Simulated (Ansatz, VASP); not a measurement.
CO2: VASP beside Ansatz

```
CELL_PARAMETERS angstrom
5.67111 0.00000 0.00000
0.00000 5.67111 0.00000
0.00000 0.00000 5.67111
ATOMIC_POSITIONS crystal
C 0.00000 0.00000 0.00000
C 0.50000 0.00000 0.50000
C 0.50000 0.50000 0.00000
C 0.00000 0.50000 0.50000
O 0.11903 0.11903 0.11903
O 0.38097 0.88097 0.61903
O 0.61903 0.38097 0.88097
O 0.88097 0.61903 0.38097
O 0.88097 0.88097 0.88097
O 0.61903 0.11903 0.38097
O 0.38097 0.61903 0.11903
O 0.11903 0.38097 0.61903
```

Alike in both runs: functional PBE; dispersion D3(BJ); k mesh 4 × 4 × 4; occupations gaussian, width 0.1 eV; no spin polarisation.

Ansatz relaxed the structure, and its values are those at the end. VASP's run is a single point on that final structure, the one shown.

|  | VASP | Ansatz |
| --- | --- | --- |
| version | VASP 6.6.1 | Ansatz 0.2.0 |
| potentials or method | VASP PAW PBE potentials, release 64 (C, O), cutoff 520 eV | scalar-relativistic, plane waves, PAW |
| valence electrons in the cell | 64 | 64 |

|  | VASP | Ansatz | Ansatz less VASP |
| --- | --- | --- | --- |
| gap on the k mesh at the Fermi level (eV) | 6.74 | 6.76 | +0.020 |
| least direct gap on the mesh (eV) | 6.74 | 6.76 | +0.020 |
| pressure (GPa) | 1.5 | 0.1 | -1.45 |
| rms of the force components (eV/Å) | 0.273 | 0.024 | -0.2487 |

One of these differences is far larger than is usual between the two programs; its cause wasn't traced.

Noted on VASP's run: the standard files for N, O and F lose accuracy on very short bonds.
